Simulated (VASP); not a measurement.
# HgTe (CsCl type) (Pm-3m) in VASP: a series of runs, part 2 of 2

VASP 6.6.1. The steps go on from the part before.

### Step 3. Single point, PBE

Input file INCAR:

```
ALGO = Normal ; EDIFF = 1E-6
ENCUT = 520 ; GGA = PE
ISIF = 2 ; ISMEAR = -1
LASPH = True ; LCHARG = False
LREAL = False ; LWAVE = False
NBANDS = 16 ; NELM = 80
PREC = Accurate ; SIGMA = 0.05
```

Input file KPOINTS:

```
k-points
0
Gamma
  13 13 13
```

Input file POSCAR:

```
HgTe
1.0
    3.3764957622      0.0000000000      0.0000000000
    0.0000000000      3.3764957622      0.0000000000
    0.0000000000      0.0000000000      3.3764957622
Hg Te
1 1
Direct
    0.0000000000      0.0000000000      0.0000000000
    0.5000000000      0.5000000000      0.5000000000
```

Potentials or basis: VASP PAW PBE potentials, release 64 (Hg, Te).

Launch:

```bash
> cat potpaw_PBE.64/Hg/POTCAR potpaw_PBE.64/Te/POTCAR > POTCAR
> mpirun -np 1 vasp_std > vasp.out
```

OUTCAR:

```text
EDIFF = 1E-6
   ENCUT = 520
   GGA = PE
   ISIF = 2
   ISMEAR = -1
   LASPH = True
   LREAL = False
   NELM = 80
   PREC = Accurate

 ion  position               nearest neighbor table
   1  0.000  0.000  0.000-   2 2.92   2 2.92   2 2.92   2 2.92   2 2.92   2 2.92   2 2.92   2 2.92

   2  0.500  0.500  0.500-   1 2.92   1 2.92   1 2.92   1 2.92   1 2.92   1 2.92   1 2.92   1 2.92

  LATTYP: Found a simple cubic cell.
 ALAT       =     3.3764957622

  Lattice vectors:

 A1 = (   3.3764957622,   0.0000000000,   0.0000000000)
 A2 = (   0.0000000000,   3.3764957622,   0.0000000000)
 A3 = (   0.0000000000,   0.0000000000,   3.3764957622)

Analysis of symmetry for initial positions (statically):
=====================================================================
 Subroutine PRICEL returns:
 Original cell was already a primitive cell.

 Routine SETGRP: Setting up the symmetry group for a
 simple cubic supercell.

 Subroutine GETGRP returns: Found 48 space group operations
 (whereof 48 operations were pure point group operations)
 out of a pool of 48 trial point group operations.

The static configuration has the point symmetry O_h .

Analysis of symmetry for dynamics (positions and initial velocities):
=====================================================================
 Subroutine PRICEL returns:
 Original cell was already a primitive cell.

 Routine SETGRP: Setting up the symmetry group for a
 simple cubic supercell.

 Subroutine GETGRP returns: Found 48 space group operations
 (whereof 48 operations were pure point group operations)
 out of a pool of 48 trial point group operations.

The dynamic configuration has the point symmetry O_h .

 Subroutine INISYM returns: Found 48 space group operations
 (whereof 48 operations are pure point group operations),
 and found     1 'primitive' translations

----------------------------------------------------------------------------------------

[... 110 lines left out ...]
   IMIX   =      4    mixing-type and parameters
     AMIX     =   0.40;   BMIX     =  1.00
     AMIX_MAG =   1.60;   BMIX_MAG =  1.00
  volume/ion in A,a.u.               =      19.25       129.89
  Fermi-wavevector in a.u.,A,eV,Ry     =   1.270670  2.401218 21.967999  1.614602
  Thomas-Fermi vector in A             =   2.403645
   LORBIT       =      0    0 simple, 1 ext, 2 COOP (PROOUT), +10 PAW based schemes
   GGA     = PE    functional components
   LHFCALC =     F    Hartree Fock is set to
   AEXX    =    0.0000 exact exchange contribution
   IVDW    =     0    specifies the selected vdW correction
   LEPSILON=     F    determine dielectric tensor
   LRPA    =     F    only Hartree local field effects (RPA)
 non-spin polarized calculation
  energy-cutoff  :      520.00
  volume of cell :       38.49
 maximum number of plane-waves:      1052
 NGX is ok and might be reduce to    28
   NGX = 13   NGY = 13   NGZ = 13

 number of electron      18.0000004 magnetization

 Free energy of the ion-electron system (eV)
  ---------------------------------------------------
  ext. energy  EPLUGINS =         0.00000000
  ---------------------------------------------------
  free energy    TOTEN  =        -1.29596428 eV

  energy without entropy =       -1.28613887  energy(sigma->0) =       -1.29105157

 E-fermi :   9.5291     XC(G=0): -11.9760

 val. band max:        9.5182180939   @ k =   0.4615   0.4615   0.4615
 cond. band min:       9.5519613170   @ k =   0.4615   0.2308   0.0000
 fundamental gap:      0.0337432231
 Fermi energy:         9.5291455622

 k-point     1 :       0.0000    0.0000    0.0000
  band No.  band energies     occupation
      1      -5.8322      2.00000
      2       1.0324      2.00000
      3       1.0324      2.00000
      4       2.1432      2.00000
      5       2.1432      2.00000
      6       2.1432      2.00000
[... 433 lines left out ...]
      3       1.6493      2.00000
      4       1.6865      2.00000
      5       1.7973      2.00000
      6       1.8752      2.00000
[... 8 lines left out ...]
     15      21.0216      0.00000
     16      22.1055      0.00000

 [... further k-points ...]

------------------------ aborting loop because EDIFF is reached ----------------------------------------

  FORCE on cell =-STRESS in cart. coord.  units (eV):
  Direction    XX          YY          ZZ          XY          YZ          ZX
  --------------------------------------------------------------------------------------
  -------------------------------------------------------------------------------------
  Total       10.2528834     10.2528834     10.2528834      0.0000000     -0.0000000      0.0000000
  in kB      426.7347147    426.7347147    426.7347147      0.0000000     -0.0000000      0.0000000
  external PRESSURE =     426.7347147 kB  Pullay stress =       0.0000000 kB

 VOLUME and BASIS-vectors are now :
 -----------------------------------------------------------------------------
  energy-cutoff  :      520.00
  volume of cell :       38.49
      direct lattice vectors                 reciprocal lattice vectors
     3.376495762  0.000000000  0.000000000     0.296165039  0.000000000  0.000000000
     0.000000000  3.376495762  0.000000000     0.000000000  0.296165039  0.000000000
     0.000000000  0.000000000  3.376495762     0.000000000  0.000000000  0.296165039

 POSITION                                       TOTAL-FORCE (eV/Angst)
 -----------------------------------------------------------------------------------
      0.00000      0.00000      0.00000         0.000000      0.000000      0.000000
      1.68825      1.68825      1.68825         0.000000      0.000000      0.000000
 -----------------------------------------------------------------------------------
    total drift:                               -0.000000      0.000000     -0.000000

  FREE ENERGIE OF THE ION-ELECTRON SYSTEM (eV)
  ---------------------------------------------------
  free  energy   TOTEN  =        -1.2959642761 eV

  energy  without entropy=       -1.2861388723  energy(sigma->0) =       -1.29105157
```

OSZICAR:

```text
N       E                     dE             d eps       ncg     rms          rms(c)
DAV:   1     0.110023432829E+03    0.11002E+03   -0.87518E+03  2720   0.105E+03
DAV:   2     0.147522862401E+01   -0.10855E+03   -0.10196E+03  3200   0.248E+02
DAV:   3    -0.144468593866E+01   -0.29199E+01   -0.29112E+01  3368   0.415E+01
DAV:   4    -0.145875051442E+01   -0.14065E-01   -0.14064E-01  3504   0.305E+00
DAV:   5    -0.145890961529E+01   -0.15910E-03   -0.15910E-03  3432   0.322E-01    0.167E+01
DAV:   6    -0.130790720757E+01    0.15100E+00   -0.26046E-01  3072   0.774E+00    0.112E+01
DAV:   7    -0.129804998688E+01    0.98572E-02   -0.65601E-02  3352   0.217E+00    0.123E+00
DAV:   8    -0.129599982362E+01    0.20502E-02   -0.12072E-02  3136   0.147E+00    0.478E-01
DAV:   9    -0.129595984693E+01    0.39977E-04   -0.94449E-04  3608   0.296E-01    0.990E-02
DAV:  10    -0.129596329389E+01   -0.34470E-05   -0.24942E-05  3456   0.565E-02    0.231E-02
DAV:  11    -0.129596427609E+01   -0.98220E-06   -0.17481E-06  2680   0.120E-02
   1 F= -.12959643E+01 E0= -.12910516E+01  d E =-.982540E-02
```

It took 37 s on 1 thread of AMD EPYC 7R13, shared host; peak memory 0.17 GiB.

What came out:

```
Free energy            : -1.2960 eV
Pressure               : 42.7 GPa
Band gap on the k mesh : zero (bands 9 and 10 overlap by 2.85 eV)
```

Caveat: the cell stands under pressure; spin-orbit coupling is left out, which moves the levels of the heavy elements.

### Step 4. Relaxation of cell and atoms, PBE, target pressure 42 GPa, at which the enthalpy is minimised

Input file INCAR:

```
SYSTEM = HgTe
  ALGO = Normal
  EDIFF = 1E-6
  EDIFFG = -0.005
  ENCUT = 600
  GGA = PE
  IBRION = 2
  ISIF = 3
  ISMEAR = -1
  LASPH = .TRUE.
  LCHARG = .FALSE.
  LREAL = .FALSE.
  LWAVE = .FALSE.
  NELM = 80
  NSW = 32
  PREC = Accurate
  PSTRESS = 420.0
  SIGMA = 0.05
```

Input file KPOINTS:

```
k-points
0
G
  13 13 13
  0 0 0
```

POSCAR is that of step 3.

Launch:

```bash
> cat potpaw_PBE.64/Hg/POTCAR potpaw_PBE.64/Te/POTCAR > POTCAR
> mpirun -np 1 vasp_std > vasp.out
```

It took 91 s on 1 thread of AMD EPYC 7R13, shared host; peak memory 0.18 GiB.

It converged, with:

* Free energy: -1.3296 eV
* Relaxed volume: 19.31 Å³/atom
* Relaxed cell: a = 3.380 Å, b = 3.380 Å, c = 3.380 Å, α = 90.00°, β = 90.00°, γ = 90.00°
* Space group after relaxing (to 0.1 Å): Pm-3m (No. 221)
* Energy change on relaxing (the run minimises the enthalpy): -16.8 meV/atom
* Ionic steps: 3
* Pressure after relaxing: 42.0 GPa
* Band gap on the k mesh: zero (bands 9 and 10 overlap by 2.84 eV)

The path:
```
step  energy change (eV)  largest force (eV/Å)  pressure (GPa)  volume (Å³)
   1              0.0000                0.0000           42.70        38.49
   2             -0.1221                0.0000           40.06        38.97
   3             -0.0335                0.0000           41.99        38.62
```

Final structure:
```
Hg Te
1.0
     3.38020    0.00000    0.00000
     0.00000    3.38020    0.00000
     0.00000    0.00000    3.38020
Hg Te
1 1
Direct
  0.00000 0.00000 0.00000
  0.50000 0.50000 0.50000
```

Levels at points of the mesh, in eV from the Fermi level:
```tsv
k point	band 7	band 8	band 9	band 10	band 11	band 12
(0.00, 0.00, 0.00)	-1.71	-1.71	-1.71	-0.97	5.45	5.45
```

Caveat: the cell is relaxed towards a set pressure, so the run minimises the enthalpy, not the energy; spin-orbit coupling is left out, which moves the levels of the heavy elements.

### Step 5. Relaxation of cell and atoms, PBE, target pressure 42 GPa, at which the enthalpy is minimised

This run uses another cell than the first one, of 19.60 Å³/atom.

Input file INCAR:

```
SYSTEM = HgTe
PREC = Accurate
ENCUT = 600
EDIFF = 1E-6
ISMEAR = -1
SIGMA = 0.05
LREAL = .False.
LASPH = .True.
NELM = 80
ALGO = Normal
ISIF = 3
LWAVE = .False.
LCHARG = .False.
GGA = PE
IBRION = 2
NSW = 60
EDIFFG = -0.005
PSTRESS = 420.0
```

Input file KPOINTS:

```
Automatic mesh
0
Gamma
  13 13 13
  0 0 0
```

Input file POSCAR:

```
HgTe
1.0
    3.3968549641      0.0000000000      0.0000000000
    0.0000000000      3.3968549641      0.0000000000
    0.0000000000      0.0000000000      3.3968549641
Hg Te
1 1
Direct
    0.0000000000      0.0000000000      0.0000000000
    0.5000000000      0.5000000000      0.5000000000
```

Launch:

```bash
> cat potpaw_PBE.64/Hg/POTCAR potpaw_PBE.64/Te/POTCAR > POTCAR
> mpirun -np 1 vasp_std > vasp.out
```

Wall time 1.9 min (1 thread of AMD EPYC 7R13, shared host); peak memory 0.18 GiB.

The run converged. Its results:

- Free energy: -1.3319 eV
- Relaxed volume: 19.31 Å³/atom
- Relaxed cell: a = 3.380 Å, b = 3.380 Å, c = 3.380 Å, α = 90.00°, β = 90.00°, γ = 90.00°
- Space group after relaxing (to 0.1 Å): Pm-3m (No. 221)
- Energy change on relaxing (the run minimises the enthalpy): +71.2 meV/atom
- Ionic steps: 3
- Pressure after relaxing: 42.0 GPa
- Band gap on the k mesh: zero (bands 9 and 10 overlap by 2.84 eV)

The path:
```csv
step,energy change (eV),largest force (eV/Å),pressure (GPa),volume (Å³)
1,0.0000,0.0000,38.83,39.20
2,0.6096,0.0000,52.33,37.03
3,0.1424,0.0000,41.97,38.63
```

Final structure:
```yaml
crystal:
  lattice:
    - [3.38045, 0.00000, 0.00000]
    - [0.00000, 3.38045, 0.00000]
    - [0.00000, 0.00000, 3.38045]
  atoms:
    - { symbol: Hg, position: [0.00000, 0.00000, 0.00000] }
    - { symbol: Te, position: [0.50000, 0.50000, 0.50000] }
```

Levels at points of the mesh, in eV from the Fermi level:
```tsv
k point	band 6	band 7	band 8	band 9	band 10	band 11	band 12	band 13
(0.00, 0.00, 0.00)	-7.37	-1.71	-1.71	-1.71	-0.97	5.45	5.45	12.62
```

Caveat: the cell is relaxed towards a set pressure, so the run minimises the enthalpy, not the energy; spin-orbit coupling is left out, which moves the levels of the heavy elements.

### Step 6. Summary

```tsv
task	cell	cutoff (eV)	gap on the mesh (eV)	pressure (GPa)
single point	a = 3.376 Å, 2 atoms	520	none	42.7
relaxation of cell and atoms	relaxed to 42 GPa from a = 3.376 Å, 2 atoms	600	none	42.0
relaxation of cell and atoms	relaxed to 42 GPa from a = 3.397 Å, 2 atoms	600	none	42.0
```

Alike in all rows: level PBE; potentials or basis VASP PAW PBE potentials, release 64 (Hg, Te); no spin polarisation; k mesh 13 × 13 × 13; smearing fermi-dirac 0.05 eV.

Caveats: spin-orbit coupling is left out, which moves the levels of the heavy elements; the cell is relaxed towards a set pressure, so the run minimises the enthalpy, not the energy (at least some runs); the cell stands under pressure (at least some runs).

Total energies depend on the potentials used, so only differences within one code and one set of settings carry meaning.
